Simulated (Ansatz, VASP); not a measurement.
# One calculation of Sc, two programs

The input INCAR:

```
SYSTEM = Sc
PREC = Accurate ; ENCUT = 500
EDIFF = 1E-6 ; ISMEAR = 0
SIGMA = 0.1 ; LREAL = .FALSE.
LASPH = .TRUE. ; NELM = 120
ALGO = Normal ; ISIF = 2
LWAVE = .FALSE. ; LCHARG = .FALSE.
GGA = PE ; NBANDS = 12
GGA_COMPAT = .FALSE.
```

File KPOINTS:

```
Automatic mesh
0
G
  8 8 8
  0 0 0
```

File POSCAR:

```
Sc
1.0
    0.0000000000      2.3268462047      2.3268462047
    2.3268462047      0.0000000000      2.3268462047
    2.3268462047      2.3268462047      0.0000000000
Sc
1
Direct
    0.0000000000      0.0000000000      0.0000000000
```

Input for Ansatz:

```yaml
crystal:
  lattice:
    - [0.0, 2.3268462047, 2.3268462047]
    - [2.3268462047, 0.0, 2.3268462047]
    - [2.3268462047, 2.3268462047, 0.0]
  atoms:
    - { symbol: Sc, position: [0.0, 0.0, 0.0] }
basis:
  ecutwfc: 420
  ecutrho_ratio: 12
kpoints:
  mp_grid: { grid: [8, 8, 8] }
hamiltonian:
  xc: pbe
scf:
  occupations: { method: gaussian, width: 0.1 }
  mixing: { beta: 0.24, ndim: 12, preconditioner: none }
  eigensolver: { kind: davidson }
  max_iter: 68
output:
  forces: true
  stress: true
  eigenvalues: true
```

Alike in both runs: task single point; functional PBE; k mesh 8 × 8 × 8; occupations gaussian, width 0.1 eV; no spin polarisation.

|  | VASP | Ansatz |
| --- | --- | --- |
| version | VASP 6.6.1 | Ansatz 0.2.0 |
| potentials or method | VASP PAW PBE potentials, release 64 (Sc_sv), cutoff 500 eV | scalar-relativistic, plane waves, PAW |
| valence electrons in the cell | 11 | 11 |

```tsv
	VASP	Ansatz	Ansatz less VASP
gap on the k mesh at the Fermi level (eV)	none	none	-
pressure (GPa)	-1.0	-1.0	-0.01
```

A gap of «none» marks a metal or a gap that the smearing closes.
